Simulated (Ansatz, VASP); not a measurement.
## One calculation of Cs2AgBiBr6, two programs

```
Bi Cs Ag Br
1.0
     0.00000    5.61610    5.61610
     5.61610    0.00000    5.61610
     5.61610    5.61610    0.00000
Bi Cs Ag Br
1 2 1 6
Direct
  0.00000 0.00000 0.00000
  0.75000 0.75000 0.75000
  0.25000 0.25000 0.25000
  0.50000 0.50000 0.50000
  0.74945 0.74945 0.25055
  0.25055 0.25055 0.74945
  0.74945 0.25055 0.25055
  0.74945 0.25055 0.74945
  0.25055 0.74945 0.74945
  0.25055 0.74945 0.25055
```

Alike in both runs: functional PBEsol; k mesh 4 × 4 × 4; occupations fermi-dirac, width 0.05 eV; no spin polarisation; Hubbard terms Ag d U = 3.0 eV.

|  | VASP | Ansatz |
| --- | --- | --- |
| version | VASP 6.6.1 | Ansatz 0.2.0 |
| potentials or method | VASP PAW PBE potentials, release 64 (Bi_d, Cs_sv, Ag, Br) | Ansatz PAW |
| plane-wave cutoff (eV) | 520 | 420 |
| valence electrons in the cell | 86 | 94 |
| task | single point | projected density of states |

```tsv
	VASP	Ansatz	Ansatz less VASP
gap on the k mesh at the Fermi level (eV)	1.42	1.40	-0.019
least direct gap on the mesh (eV)	2.59	2.58	-0.010
pressure (GPa)	0.0	0.1	+0.11
rms of the force components (eV/Å)	0.125	0.099	-0.0261
```

VASP's potentials were made for PBE, not for PBEsol. The programs project onto different local orbitals, so the same U acts differently, and such runs can settle in different states. Atom by atom the forces differ by 0.026 eV/Å (rms over components). VASP's potentials hold 86 valence electrons a cell and Ansatz's 94, so a difference there can come from the potentials and not from the codes.

Neither program's run includes spin-orbit coupling.
